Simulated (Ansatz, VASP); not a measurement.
## One calculation of Hf, two programs

```
CELL_PARAMETERS angstrom
3.20577 0.00000 0.00000
-1.60289 2.77628 0.00000
0.00000 0.00000 5.06550
ATOMIC_POSITIONS crystal
Hf 0.33333 0.66667 0.25000
Hf 0.66667 0.33333 0.75000
```

Alike in both runs: task single point; functional PBE; k mesh 16 × 16 × 10; occupations gaussian, width 0.05 eV; no spin polarisation.

```csv
,VASP,Ansatz
version,VASP 6.6.1,Ansatz 0.2.0
potentials or method,"VASP PAW PBE potentials, release 64 (Hf_pv), cutoff 520 eV","scalar-relativistic, plane waves, PAW"
valence electrons in the cell,20,52
```

```csv
,VASP,Ansatz,Ansatz less VASP
gap on the k mesh at the Fermi level (eV),none,none,-
pressure (GPa),-0.5,0.0,+0.47
"traceless stress, the component that is largest in VASP (GPa)",-0.09,-0.02,+0.075
```

A gap of «none» marks a metal or a gap that the smearing closes. The functional is the same, so the differences come from potentials, cutoffs and numerics. VASP's potentials hold 20 valence electrons a cell and Ansatz's 52, so a difference there can come from the potentials and not from the codes.

Spin-orbit coupling is off throughout.
